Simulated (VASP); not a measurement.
## AlN: single point with PBEsol

Crystal: AlN.

```
CELL_PARAMETERS angstrom
3.26180 0.00000 0.00000
-1.63090 2.82480 0.00000
0.00000 0.00000 4.14000
ATOMIC_POSITIONS crystal
Al 0.33333 0.66667 0.75000
Al 0.66667 0.33333 0.25000
N 0.33333 0.66667 0.25000
N 0.66667 0.33333 0.75000
```

```json
{
  "Program": "VASP 6.6.1",
  "Task": "single point",
  "Functional": "PBEsol",
  "Potentials or basis": "VASP PAW PBE potentials, release 64 (Al, N)",
  "Cutoff": "520 eV",
  "k mesh": "9 × 9 × 6",
  "Occupations": "gaussian, width 0.05 eV",
  "Spin": "no spin polarisation"
}
```

| Property | Result |
| --- | --- |
| Pressure | 5.9 GPa |
| Band gap on the k mesh | 3.49 eV, direct |

Stress tensor (GPa, compression positive):
```
7.12 0.00 0.00
0.00 7.12 0.00
0.00 0.00 3.34
```

Levels at points of the mesh, in eV from the valence-band top:
| k point | band 6 | band 7 | band 8 | band 9 | band 10 | band 11 |
| --- | --- | --- | --- | --- | --- | --- |
| (0.00, 0.00, 0.00) | -1.72 | -1.72 | 0.00 | 3.49 | 4.68 | 8.37 |
| (0.00, 0.00, 0.50) | -2.61 | -2.61 | -2.61 | 5.82 | 5.82 | 8.53 |

Wall time 14 s on 1 thread of Intel(R) Xeon(R) Platinum 8488C (Sapphire Rapids) (shared host), peak memory 0.16 GiB.

Caveat: the PAW data sets were made with another functional, which shifts forces and pressure a little. PBEsol gaps usually lie below the measured ones, often by a third to a half.
